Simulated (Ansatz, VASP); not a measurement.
Two plane-wave programs on Cu4O

```xyz
5
Lattice="4.9666 0.0000 0.0000 -2.4833 4.3012 0.0000 0.0000 0.0000 3.5732" Properties=species:S:1:pos:R:3 pbc="T T T"
Cu    0.0000    0.0000    0.0000
Cu    2.4833    0.0000    0.0000
Cu   -1.2417    2.1506    0.0000
Cu    1.2417    2.1506    0.0000
O     0.0000    0.0000    1.7866
```

Alike in both runs: functional PBE; k mesh 6 × 6 × 4; occupations gaussian, width 0.1 eV; collinear spin.

Ansatz relaxed the structure, and its values are those at the end. VASP's run is a single point on that final structure, the one shown.

|  | VASP | Ansatz |
| --- | --- | --- |
| version | VASP 6.6.1 | Ansatz 0.2.0 |
| potentials or method | VASP PAW PBE potentials, release 64 (Cu_sv_GW, O), cutoff 820 eV | scalar-relativistic, plane waves, PAW |
| valence electrons in the cell | 82 | 82 |

|  | VASP | Ansatz | Ansatz less VASP |
| --- | --- | --- | --- |
| gap on the k mesh at the Fermi level (eV) | none | none | - |
| pressure (GPa) | -1.0 | -0.1 | +0.88 |
| net moment per atom (μB) | 0.00 | 0.00 | 0.000 |

A gap of «none» marks a metal or a gap that the smearing closes. Ansatz's warnings: seeded moment not kept.

The k mesh is coarse, so the values compare programs but aren't converged.
